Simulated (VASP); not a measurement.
Input of a VASP 6.6.1 run:

Contents of INCAR:

```
SYSTEM = Sr
ALGO = Normal ; EDIFF = 1E-6
ENCUT = 520 ; GGA = PS
ISIF = 2 ; ISMEAR = -1
LASPH = .True. ; LCHARG = .False.
LREAL = .False. ; LWAVE = .False.
NBANDS = 11 ; NELM = 100
PREC = Accurate ; SIGMA = 0.1
```

File KPOINTS:

```
k-points
0
Gamma
  11 11 11
  0 0 0
```

The input POSCAR:

```
Sr
1.0
   -2.3095295368      2.3095295368      2.3095295368
    2.3095295368     -2.3095295368      2.3095295368
    2.3095295368      2.3095295368     -2.3095295368
Sr
1
Direct
    0.0000000000      0.0000000000      0.0000000000
```

Potentials or basis: VASP PAW PBE potentials, release 64 (Sr_sv).

Launch:

```sh
$ cat potpaw_PBE.64/Sr_sv/POTCAR > POTCAR
$ mpirun -np 1 vasp_std > vasp.out
```

**Question.** Predict the pressure.

**Answer.** 0.5 GPa.

**Question.** Predict the band gap on the k mesh.

**Answer.** Zero (bands 5 and 6 overlap by 0.58 eV).

Caveat: the PAW data sets were made with another functional, which shifts forces and pressure a little.
